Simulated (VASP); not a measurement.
Set up this calculation in VASP 6.6.1, as the native input.

| Property | Result |
| --- | --- |
| Task | single point |
| Functional | PBE |
| Potentials or basis | VASP PAW PBE potentials, release 64 (Re_sv_GW) |
| Cutoff | 560 eV |
| k mesh | 16 × 16 × 16 |
| Occupations | fermi-dirac, width 0.1 eV |
| Spin | no spin polarisation |
| Dipole correction | no |
| Further INCAR settings | ALGO = Normal; EDIFF = 1e-06; NBANDS = 22 |

The structure of Re lies in POSCAR:

```
Re
1.0
    0.0000000000      2.7877749542      2.7877749542
    2.7877749542      0.0000000000      2.7877749542
    2.7877749542      2.7877749542      0.0000000000
Re
2
Direct
    0.1250000000      0.1250000000      0.1250000000
    0.8750000000      0.8750000000      0.8750000000
```

This isn't the form of Re at room conditions, which is hcp.

These files were run (other wordings do the same):

INCAR

```
SYSTEM = Re
  PREC = Accurate
  ENCUT = 560
  EDIFF = 1E-6
  ISMEAR = -1
  SIGMA = 0.1
  LREAL = .False.
  LASPH = .True.
  NELM = 120
  ALGO = Normal
  ISIF = 2
  LWAVE = .False.
  LCHARG = .False.
  GGA = PE
  NBANDS = 22
  GGA_COMPAT = .False.
```

KPOINTS

```
regular mesh
0
Gamma
  16 16 16
  0 0 0
```

Potentials or basis: VASP PAW PBE potentials, release 64 (Re_sv_GW).

Command:

```sh
$ cat potpaw_PBE.64/Re_sv_GW/POTCAR > POTCAR
$ mpirun -np 1 vasp_std > vasp.out
```

Results of the run:

```json
{
  "Pressure": "7.0 GPa",
  "Band gap on the k mesh": "zero (bands 15 and 16 overlap by 1.52 eV)"
}
```

Caveat: the cell stands under pressure; spin-orbit coupling is left out, which moves the levels of the heavy elements.

Wall time 2.2 min on 1 thread of AMD EPYC 7R43 64-Core Processor (Zen 3), with other jobs on the host, peak memory 0.23 GiB.
